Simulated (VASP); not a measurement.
Set up this calculation in VASP 6.6.1, as the native input.

```yaml
Task: relaxation of the atoms
Functional: PBEsol
Potentials_or_basis: VASP PAW PBE potentials, release 64 (Ca_sv, F)
Cutoff: 520 eV
k_mesh: 2 × 2 × 2
Occupations: gaussian, width 0.05 eV
Spin: no spin polarisation
Dipole_correction: no
Further_INCAR_settings: ALGO = Normal; EDIFF = 1e-07; IBRION = 2; EDIFFG = -0.03; NSW = 80
```

The structure of Ca7F16 (a cell with a defect) lies in POSCAR:

```
Ca7F16
1.0
    0.0000000000      5.2645000000      5.2645000000
    5.2645000000      0.0000000000      5.2645000000
    5.2645000000      5.2645000000      0.0000000000
Ca F
7 16
Direct
    0.0000000000      0.0000000000      0.0000000000
    0.0000000000      0.0000000000      0.5000000000
    0.0000000000      0.5000000000      0.0000000000
    0.0000000000      0.5000000000      0.5000000000
    0.5000000000      0.0000000000      0.0000000000
    0.5000000000      0.0000000000      0.5000000000
    0.5000000000      0.5000000000      0.0000000000
    0.1250000000      0.1250000000      0.1250000000
    0.3750000000      0.3750000000      0.3750000000
    0.1250000000      0.1250000000      0.6250000000
    0.3750000000      0.3750000000      0.8750000000
    0.1250000000      0.6250000000      0.1250000000
    0.3750000000      0.8750000000      0.3750000000
    0.1250000000      0.6250000000      0.6250000000
    0.3750000000      0.8750000000      0.8750000000
    0.6250000000      0.1250000000      0.1250000000
    0.8750000000      0.3750000000      0.3750000000
    0.6250000000      0.1250000000      0.6250000000
    0.8750000000      0.3750000000      0.8750000000
    0.6250000000      0.6250000000      0.1250000000
    0.8750000000      0.8750000000      0.3750000000
    0.6250000000      0.6250000000      0.6250000000
    0.8750000000      0.8750000000      0.8750000000
```

These files were run (other wordings do the same):

INCAR

```
  ALGO = Normal
  EDIFF = 1E-7
  EDIFFG = -0.03
  ENCUT = 520
  GGA = PS
  GGA_COMPAT = False
  IBRION = 2
  ISIF = 2
  ISMEAR = 0
  LASPH = True
  LCHARG = False
  LREAL = False
  LWAVE = False
  NELM = 120
  NELMIN = 4
  NSW = 80
  PREC = Accurate
  SIGMA = 0.05
```

KPOINTS

```
k-points
0
Gamma
  2 2 2
```

Potentials or basis: VASP PAW PBE potentials, release 64 (Ca_sv, F).

Run with:

```sh
$ cat potpaw_PBE.64/Ca_sv/POTCAR potpaw_PBE.64/F/POTCAR > POTCAR
$ mpirun -np 1 vasp_std > vasp.out
```

It gave:

The energy gained by relaxing is 2.2 meV/atom and the ionic steps are 5. The pressure after relaxing is 8.6 GPa and the band gap on the k mesh is zero (bands 91 and 92 overlap by 0.12 eV).

Caveat: the k points lie up to 0.52 Å⁻¹ apart; the PAW data sets were made with another functional, which shifts forces and pressure a little.

Run time: 15 min on 1 thread of AMD EPYC 7R43 64-Core Processor (Zen 3) (shared host), peak memory 0.43 GiB.
